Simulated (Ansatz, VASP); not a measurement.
## Two plane-wave programs on P

```
CELL_PARAMETERS angstrom
3.44900 0.00000 0.00000
-1.72450 2.98692 0.00000
0.00000 0.00000 28.00000
ATOMIC_POSITIONS crystal
P 0.33333 0.66667 0.51905
P 0.66667 0.33333 0.48095
```

Alike in both runs: task single point; functional PBE; dispersion D3(BJ); k mesh 9 × 9 × 1; occupations gaussian, width 0.02 eV; no spin polarisation.

|  | VASP | Ansatz |
| --- | --- | --- |
| version | VASP 6.6.1 | Ansatz 0.2.0 |
| potentials or method | VASP PAW PBE potentials, release 64 (P), cutoff 520 eV | scalar-relativistic, plane waves, PAW |
| valence electrons in the cell | 10 | 10 |

|  | VASP | Ansatz | Ansatz less VASP |
| --- | --- | --- | --- |
| gap on the k mesh at the Fermi level (eV) | 0.73 | 0.69 | -0.041 |
| least direct gap on the mesh (eV) | 1.27 | 1.23 | -0.040 |
| rms of the force components (eV/Å) | 1.084 | 1.121 | +0.0376 |

Atom by atom the forces differ by 0.038 eV/Å (rms over components).
